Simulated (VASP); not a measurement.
# H12CO5 in VASP: a series of runs

The runs below take H12CO5 through single point, with PBE+D3(BJ).

All numbers are computed with VASP 6.6.1; they aren't measurements. Logs are shortened: lines on timing, memory, paths and dates and some standing lists are left out, and cuts for length are marked.

**1. The cell of the first run**

The cell holds an amorphous packing of atoms, 18 atoms: a = 5.521 Å, b = 5.521 Å, c = 5.521 Å, α = 90.00°, β = 90.00°, γ = 90.00°.

**2. Single point, PBE+D3(BJ)**

Input file INCAR:

```
  ALGO = Normal
  EDIFF = 1E-6
  ENCUT = 520
  GGA = PE
  ISIF = 2
  ISMEAR = -1
  IVDW = 12
  LASPH = True
  LCHARG = True
  LELF = True
  LREAL = Auto
  LVHAR = True
  LWAVE = False
  NBANDS = 38
  NELM = 100
  PREC = Accurate
  SIGMA = 0.02
```

Input file KPOINTS:

```
k-points
0
Gamma
  1 1 1
```

Input file POSCAR:

```
H12CO5
1.0
    5.5211310000      0.0000000000      0.0000000000
    0.0000000000      5.5211310000      0.0000000000
    0.0000000000      0.0000000000      5.5211310000
O H C
5 12 1
Direct
    0.4812057530      0.2331587495      0.5798992996
    0.5387483108      0.4300024759      1.0873858997
    0.1739679787      0.5531656467      0.3582961535
    0.8884592668      0.2071314736      0.3206589375
    0.0802190711     -0.0369670635      0.9595497734
    0.4246774800      0.0810703459      0.5345462732
    0.6527466927      0.2203352900      0.5166513890
    0.4923266628      0.4289157421      0.9100309339
    0.7085142519      0.3303308688      1.1212195472
    0.1767210378      0.6655158155      0.2103011140
    0.3177428683      0.4451624133      0.4355991553
    1.0006283133      0.3547642684      0.3162033286
    0.9871347012      0.0692611713      0.3084512938
   -0.2755775945     -0.0139645301      0.9603285993
    0.0759989212      0.1269305148      0.9142691959
   -0.1334328057     -0.1092892018      0.6745175943
   -0.1784960364     -0.3545650339      0.8867748293
   -0.1254271996     -0.1374718332      0.8793488146
```

Potentials or basis: VASP PAW PBE potentials, release 64 (O, H, C).

The run is started by

```bash
$ cat potpaw_PBE.64/O/POTCAR potpaw_PBE.64/H/POTCAR potpaw_PBE.64/C/POTCAR > POTCAR
$ mpirun -np 1 vasp_gam > vasp.out
```

OUTCAR:

```text
EDIFF = 1E-6
   ENCUT = 520
   GGA = PE
   ISIF = 2
   ISMEAR = -1
   IVDW = 12
   LASPH = True
   LREAL = Auto
   NELM = 100
   PREC = Accurate
 IVDW          = 12

 ion  position               nearest neighbor table
   1  0.481  0.233  0.580-   6 0.93   7 1.01
   2  0.539  0.430  0.087-   8 1.01   9 1.10
   3  0.174  0.553  0.358-  10 1.03  11 1.08
   4  0.888  0.207  0.321-  13 0.94  12 1.02
   5  0.080  0.963  0.960-  15 0.94  18 1.34
   6  0.425  0.081  0.535-   1 0.93
   7  0.653  0.220  0.517-   1 1.01
   8  0.492  0.429  0.910-   2 1.01
   9  0.709  0.330  0.121-   2 1.10
  10  0.177  0.666  0.210-   3 1.03
  11  0.318  0.445  0.436-   3 1.08
  12  0.001  0.355  0.316-   4 1.02
  13  0.987  0.069  0.308-   4 0.94
  14  0.724  0.986  0.960-  18 1.16
  15  0.076  0.127  0.914-   5 0.94
  16  0.867  0.891  0.675-  18 1.14
  17  0.822  0.645  0.887-  18 1.23
  18  0.875  0.863  0.879-  16 1.14  14 1.16  17 1.23   5 1.34

  LATTYP: Found a simple cubic cell.
 ALAT       =     5.5211310000

  Lattice vectors:

 A1 = (   5.5211310000,   0.0000000000,   0.0000000000)
 A2 = (   0.0000000000,   5.5211310000,   0.0000000000)
 A3 = (   0.0000000000,   0.0000000000,   5.5211310000)

Analysis of symmetry for initial positions (statically):
=====================================================================
 Subroutine PRICEL returns:
 Original cell was already a primitive cell.

 Routine SETGRP: Setting up the symmetry group for a
 simple cubic supercell.

 Subroutine GETGRP returns: Found  1 space group operations
 (whereof  1 operations were pure point group operations)
 out of a pool of 48 trial point group operations.

The static configuration has the point symmetry C_1 .

Analysis of symmetry for dynamics (positions and initial velocities):
=====================================================================
 Subroutine PRICEL returns:
 Original cell was already a primitive cell.

 Routine SETGRP: Setting up the symmetry group for a
 simple cubic supercell.

 Subroutine GETGRP returns: Found  1 space group operations
 (whereof  1 operations were pure point group operations)
 out of a pool of 48 trial point group operations.
[... 108 lines left out ...]
   NELM   =    100;   NELMIN=  2; NELMDL= -5     # of ELM steps
   EDIFF  = 0.1E-05   stopping-criterion for ELM
   LREAL  =      T    real-space projection
   EDIFFG = 0.1E-04   stopping-criterion for IOM
   NSW    =      0    number of steps for IOM
   IBRION =     -1    ionic relax: 0-MD 1-quasi-New 2-CG
   NFREE  =      0    steps in history (QN), initial steepest desc. (CG)
   ISIF   =      2    stress and relaxation
   ISYM   =      2    0-nonsym 1-usesym 2-fastsym
   POTIM  = 0.5000    time-step for ionic-motion
   TEBEG  =    0.0;   TEEND  =   0.0 temperature during run
   PSTRESS=    0.0 pullay stress
   NELECT =      46.0000    total number of electrons
   NUPDOWN=      -1.0000    fix difference up-down
   EMIN   =  10.00;   EMAX   =-10.00  energy-range for DOS
   EFERMI =   0.00;   METHOD = LEGACY
   ISMEAR =    -1;   SIGMA  =   0.02  broadening in eV -4-tet -1-fermi 0-gaus
   EFERMI_NEDOS =   21; number of points for ismear=-14 and -15
   IALGO  =     38    algorithm
   IMIX   =      4    mixing-type and parameters
     AMIX     =   0.40;   BMIX     =  1.00
     AMIX_MAG =   1.60;   BMIX_MAG =  1.00
  volume/ion in A,a.u.               =       9.35        63.10
  Fermi-wavevector in a.u.,A,eV,Ry     =   1.062428  2.007697 15.357612  1.128753
  Thomas-Fermi vector in A             =   2.197878
   LORBIT       =      0    0 simple, 1 ext, 2 COOP (PROOUT), +10 PAW based schemes
   GGA     = PE    functional components
   LHFCALC =     F    Hartree Fock is set to
   AEXX    =    0.0000 exact exchange contribution
   IVDW    =    12    specifies the selected vdW correction
   LEPSILON=     F    determine dielectric tensor
   LRPA    =     F    only Hartree local field effects (RPA)
 non-spin polarized calculation
  energy-cutoff  :      520.00
  volume of cell :      168.30
 maximum number of plane-waves:      2277
 NGX is ok and might be reduce to    42
   NGX = 21   NGY = 21   NGZ = 21

 number of electron      46.0000002 magnetization

 Free energy of the ion-electron system (eV)
  ---------------------------------------------------
  ext. energy  EPLUGINS =         0.00000000
  ---------------------------------------------------
  free energy    TOTEN  =       -86.51310381 eV

  energy without entropy =      -86.51310381  energy(sigma->0) =      -86.51310381

 E-fermi :  -2.0344     XC(G=0):  -7.0887

 val. band max:       -2.5902338230   @ k =   0.0000   0.0000   0.0000
 cond. band min:       1.4431727201   @ k =   0.0000   0.0000   0.0000
 fundamental gap:      4.0334065431
 Fermi energy:        -2.0344083566

 k-point     1 :       0.0000    0.0000    0.0000
  band No.  band energies     occupation
      1     -23.5707      2.00000
      2     -22.4853      2.00000
      3     -21.9809      2.00000
      4     -20.6047      2.00000
      5     -19.9661      2.00000
      6     -13.1347      2.00000
[... 27 lines left out ...]
     34       8.3767      0.00000
     35       8.6396      0.00000
 [bands above 35 left out]

------------------------ aborting loop because EDIFF is reached ----------------------------------------

 Edisp (eV)   -0.67682

 E8    (eV) :    -0.1408

  FORCE on cell =-STRESS in cart. coord.  units (eV):
  Direction    XX          YY          ZZ          XY          YZ          ZX
  --------------------------------------------------------------------------------------
  -------------------------------------------------------------------------------------
  Total       1.85593    -1.49507    -2.36552     4.45198     3.38492    -1.42053
  in kB      17.66805   -14.23272   -22.51920    42.38180    32.22362   -13.52310
  external pressure =       -6.36 kB  Pullay stress =        0.00 kB

 VOLUME and BASIS-vectors are now :
 -----------------------------------------------------------------------------
  energy-cutoff  :      520.00
  volume of cell :      168.30
      direct lattice vectors                 reciprocal lattice vectors
     5.521131000  0.000000000  0.000000000     0.181122310  0.000000000  0.000000000
     0.000000000  5.521131000  0.000000000     0.000000000  0.181122310  0.000000000
     0.000000000  0.000000000  5.521131000     0.000000000  0.000000000  0.181122310

 POSITION                                       TOTAL-FORCE (eV/Angst)
 -----------------------------------------------------------------------------------
      2.65680      1.28730      3.20170         1.159317      1.986166      0.419797
      2.97450      2.37410      0.48247         2.121751     -1.030299     -1.356669
      0.96050      3.05410      1.97820        -0.337975      0.478521      0.232647
      4.90530      1.14360      1.77040        -1.570843      1.353217      0.520846
      0.44290      5.31703      5.29780         3.659792     -2.052877      1.945296
      2.34470      0.44760      2.95130        -1.251929     -2.216698     -0.409838
[... 10 lines left out ...]
      4.53563      3.56353      4.89600         1.457078      2.844386      0.997613
      4.82863      4.76213      4.85500        -4.984900     -1.275070     -2.994591
 -----------------------------------------------------------------------------------
    total drift:                               -0.006040      0.006147     -0.007415

  FREE ENERGIE OF THE ION-ELECTRON SYSTEM (eV)
  ---------------------------------------------------
  free  energy   TOTEN  =       -87.1899240732 eV

  energy  without entropy=      -87.1899240732  energy(sigma->0) =      -87.18992407
```

OSZICAR:

```text
N       E                     dE             d eps       ncg     rms          rms(c)
DAV:   1     0.309666759098E+03    0.30967E+03   -0.24801E+04    76   0.111E+03
DAV:   2    -0.641604893793E+02   -0.37383E+03   -0.35739E+03    90   0.269E+02
DAV:   3    -0.945540857117E+02   -0.30394E+02   -0.30199E+02    96   0.809E+01
DAV:   4    -0.949858161583E+02   -0.43173E+00   -0.43084E+00   104   0.107E+01
DAV:   5    -0.949913086001E+02   -0.54924E-02   -0.54905E-02    96   0.118E+00    0.173E+01
DAV:   6    -0.870286483461E+02    0.79627E+01   -0.20805E+01    96   0.233E+01    0.694E+00
DAV:   7    -0.866690245683E+02    0.35962E+00   -0.10132E+00    88   0.494E+00    0.425E+00
DAV:   8    -0.865094262726E+02    0.15960E+00   -0.37255E-01    96   0.409E+00    0.616E-01
DAV:   9    -0.865089031950E+02    0.52308E-03   -0.57278E-02    88   0.131E+00    0.348E-01
DAV:  10    -0.865129402354E+02   -0.40370E-02   -0.18086E-02    88   0.740E-01    0.197E-01
DAV:  11    -0.865128438669E+02    0.96369E-04   -0.16448E-03    96   0.261E-01    0.124E-01
DAV:  12    -0.865130684248E+02   -0.22456E-03   -0.16603E-03    88   0.242E-01    0.420E-02
DAV:  13    -0.865130958953E+02   -0.27470E-04   -0.17326E-04    82   0.808E-02    0.156E-02
DAV:  14    -0.865131017446E+02   -0.58493E-05   -0.29246E-05    88   0.276E-02    0.575E-03
DAV:  15    -0.865131035753E+02   -0.18308E-05   -0.26869E-06    82   0.107E-02    0.207E-03
DAV:  16    -0.865131038118E+02   -0.23649E-06   -0.31537E-07    72   0.391E-03
   1 F= -.87189924E+02 E0= -.87189924E+02  d E =-.981187E-12
```

stdout:

```text
POSCAR found type information on POSCAR O H C
 POSCAR found :  3 types and      18 ions
 scaLAPACK will be used
 LDA part: xc-table for (Slater+PW92), standard interpolation
 POSCAR, INCAR and KPOINTS ok, starting setup
 FFT: planning ... GRIDC
 FFT: planning ... GRID_SOFT
 FFT: planning ... GRID
 WAVECAR not read
 entering main loop
```

It took 41 s on 1 thread of AMD EPYC 7R13 (Zen 3), shared host; peak memory 0.2 GiB.

What came out:

```
Free energy                : -87.1899 eV
Pressure                   : -0.6 GPa
Largest force              : 5.953 eV/Å
Band gap on the k mesh     : 4.03 eV
Dispersion energy per atom : -0.038 eV
```

Forces on the atoms (eV/Å):
```
O    1.159  1.986  0.420
O    2.122 -1.030 -1.357
O   -0.338  0.479  0.233
O   -1.571  1.353  0.521
O    3.660 -2.053  1.945
H   -1.252 -2.217 -0.410
H   -0.360  0.459 -0.099
H    0.844 -0.452  1.578
H   -2.907  1.200 -0.720
H    1.310 -1.629  1.788
H   -0.836  1.498 -1.823
H    0.487  0.454  0.525
H    0.992 -1.575 -0.479
H    0.052 -1.718 -0.608
H    0.372  1.861 -0.320
H   -0.206 -0.186  0.804
H    1.457  2.844  0.998
C   -4.985 -1.275 -2.995
```

Stress tensor (GPa, compression positive):
```
 1.77  4.24 -1.35
 4.24 -1.42  3.22
-1.35  3.22 -2.25
```

Levels at points of the mesh, in eV from the valence-band top:
| k point | band 21 | band 22 | band 23 | band 24 | band 25 | band 26 |
| --- | --- | --- | --- | --- | --- | --- |
| (0.00, 0.00, 0.00) | -0.83 | -0.30 | 0.00 | 4.03 | 6.58 | 7.23 |

Caveat: the k points lie up to 1.14 Å⁻¹ apart.

**3. Single point, PBE+D3(BJ)**

Input file INCAR:

```
SYSTEM = H12CO5
  ALGO = Normal
  EDIFF = 1E-7
  ENCUT = 520
  GGA = PE
  ISIF = 2
  ISMEAR = -1
  IVDW = 12
  LASPH = .True.
  LCHARG = .False.
  LREAL = Auto
  LWAVE = .False.
  NBANDS = 38
  NELM = 60
  PREC = Accurate
  SIGMA = 0.02
```

Input file KPOINTS:

```
k-points
0
Gamma
  1 1 1
  0 0 0
```

Input file POSCAR:

```
H12CO5
1.0
    5.5211310000      0.0000000000      0.0000000000
    0.0000000000      5.5211310000      0.0000000000
    0.0000000000      0.0000000000      5.5211310000
O H C
5 12 1
Direct
    0.4162915171      0.2524482755      0.6223724813
    0.5438016233      0.3795780249      1.0607246957
    0.1843825115      0.5780518521      0.3692178287
    0.9602742626      0.1569424815      0.3229773030
    0.0746767284     -0.1443544810      0.9821538377
    0.3861346525      0.1081843557      0.5427148894
    0.5800804219      0.2863181475      0.5600845189
    0.6452663413      0.2657607653      0.9779518001
    0.6526742437      0.3735466519      1.2241694682
    0.2749617787      0.5930487793      0.2011725496
    0.3075819067      0.4721496375      0.4697225985
    1.0035081580      0.3354022935      0.3772415471
    1.0906098769      0.0748759629      0.2467972595
   -0.3069479786     -0.1717763987      1.0621193375
    0.1437386651     -0.0005433669      0.8890569704
   -0.2441528737     -0.2497314409      0.7519292696
   -0.1667593107     -0.4163639660      0.9754885367
   -0.1760871097     -0.2298804357      0.9301898470
```

Potentials or basis: VASP PAW PBE potentials, release 64 (O, H, C).

The run is started by

```bash
$ cat potpaw_PBE.64/O/POTCAR potpaw_PBE.64/H/POTCAR potpaw_PBE.64/C/POTCAR > POTCAR
$ mpirun -np 1 vasp_gam > vasp.out
```

Run time: 37 s. Hardware: 1 thread of AMD EPYC 7R13 (Zen 3), shared host; peak memory 0.2 GiB.

It converged, with:

- Free energy: -86.8230 eV
- Pressure: -0.2 GPa
- Largest force: 4.331 eV/Å
- Band gap on the k mesh: 3.83 eV
- Dispersion energy per atom: -0.037 eV

Forces on the atoms (eV/Å):
```
O    1.505  1.912  0.857
O    1.501  0.043  4.063
O    2.857 -0.282 -1.014
O   -2.225  2.760  2.179
O    0.031  1.026 -1.465
H   -1.012 -2.655 -1.413
H   -0.017 -0.137  0.572
H    0.194 -0.824 -0.861
H   -1.848  0.172 -2.928
H   -1.733 -0.212  2.301
H   -1.783  1.073 -0.906
H    0.679 -1.949 -1.229
H    0.845 -0.517 -0.746
H   -0.504  1.183  0.335
H   -1.417 -1.332  0.399
H    0.046  1.100 -1.597
H    0.701 -0.988  0.424
C    2.183 -0.373  1.031
```

Stress tensor (GPa, compression positive):
```
-3.80 -1.44 -1.06
-1.44  2.14  1.72
-1.06  1.72  1.02
```

Levels at points of the mesh, in eV from the valence-band top:
```
           k point  band 20  band 21  band 22  band 23  band 24  band 25  band 26  band 27
(0.00, 0.00, 0.00)    -0.85    -0.65    -0.03     0.00     3.83     6.62     7.41     8.15
```

Caveat: the k points lie up to 1.14 Å⁻¹ apart.
